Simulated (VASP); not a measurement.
MnO2:

```
Mn O
1.0
     2.85496    0.00000    0.00000
    -1.42748    2.47246    0.00000
     0.00000    0.00000   10.22174
Mn O
2 4
Direct
  0.00000 0.00000 0.00000
  0.00000 0.00000 0.50000
  0.33333 0.66667 0.90686
  0.33333 0.66667 0.59314
  0.66667 0.33333 0.09314
  0.66667 0.33333 0.40686
```

Base run:

| Quantity | Value |
| --- | --- |
| Program | VASP 6.6.1 |
| Functional | PBE |
| Potentials or basis | VASP PAW PBE potentials, release 64 (Mn_pv, O) |
| Cutoff | 520 eV |
| k mesh | 12 × 12 × 4 |
| Occupations | gaussian, width 0.05 eV |
| Spin | collinear spin, ferrimagnetic start |
| Starting moments | [2.75, 2.75, -0.09, -0.09, -0.09, -0.09] μB |
| Hubbard terms | Mn d U = 3.9 eV |

Its results: band gap on the k mesh 2.08 eV, indirect (least direct gap 2.13 eV); pressure 9.2 GPa; net moment 6.00 μB per cell; site moments Mn +3.14; O -0.08 μB; largest force 0.570 eV/Å.

Question: The run is repeated on the same cell with these changes: hubbard terms from Mn d U = 3.9 eV to none. What comes out?

Answer: Band gap on the k mesh 0.88 eV, indirect (least direct gap 0.92 eV); pressure 4.6 GPa; net moment 6.00 μB per cell; site moments Mn +2.83; O +0.04 μB; largest force 0.312 eV/Å.

The U term pushes filled and empty states of the shell apart.

A k mesh can miss the band edges.
